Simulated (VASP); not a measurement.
Write the native input for VASP 6.6.1 that does the following.

```
Task                   : single point
Functional             : LDA
Potentials or basis    : VASP PAW LDA potentials, release 64 (Si, Al)
Cutoff                 : 400 eV
k mesh                 : 13 × 9 × 1
Occupations            : fermi-dirac, width 0.05 eV
Spin                   : no spin polarisation
Dipole correction      : yes
Further INCAR settings : ALGO = Normal; EDIFF = 1e-06; NBANDS = 16; NELMDL = -8
```

The structure of Al4Si (Al (110), 5 layers) lies in POSCAR:

```
Al4Si
1.0
    2.8168008949      0.0000000000      0.0000000000
    0.0000000000      3.9835580280      0.0000000000
    0.0000000000      0.0000000000     21.6336000000
Si Al
1 4
Direct
    0.0000000000      0.0000000000      0.3749259573
    0.5000000000      0.5000000000      0.4352217579
    0.0000000000      0.0000000000      0.4999999954
    0.5000000000      0.5000000000      0.5647782477
    0.0000000000      0.0000000000      0.6250740417
```

These files were run (other wordings do the same):

INCAR

```
PREC = Accurate
ENCUT = 400
EDIFF = 1E-6
ISMEAR = -1
SIGMA = 0.05
LREAL = F
LASPH = T
NELM = 120
ALGO = Normal
ISIF = 2
LWAVE = F
LCHARG = T
LDIPOL = T
IDIPOL = 3
DIPOL = 0.5 0.5 0.500
LELF = T
LVHAR = T
LVACPOTAV = T
NBANDS = 16
GGA_COMPAT = F
NELMDL = -8
```

KPOINTS

```
Automatic mesh
0
Gamma
  13 9 1
```

Potentials or basis: VASP PAW LDA potentials, release 64 (Si, Al).

The run is started by

```sh
$ cat potpaw_LDA.64/Si/POTCAR potpaw_LDA.64/Al/POTCAR > POTCAR
$ mpirun -np 1 vasp_std > vasp.out
```

It gave:

```yaml
Largest_force: 0.759 eV/Å
Band_gap_on_the_k_mesh: zero (band 8 reaches 0.42 eV, above the bottom of band 9 at -1.15 eV)
```

It took 87 s on 1 thread of Intel(R) Xeon(R) 6975P-C (Granite Rapids), on a shared host, peak memory 0.24 GiB.
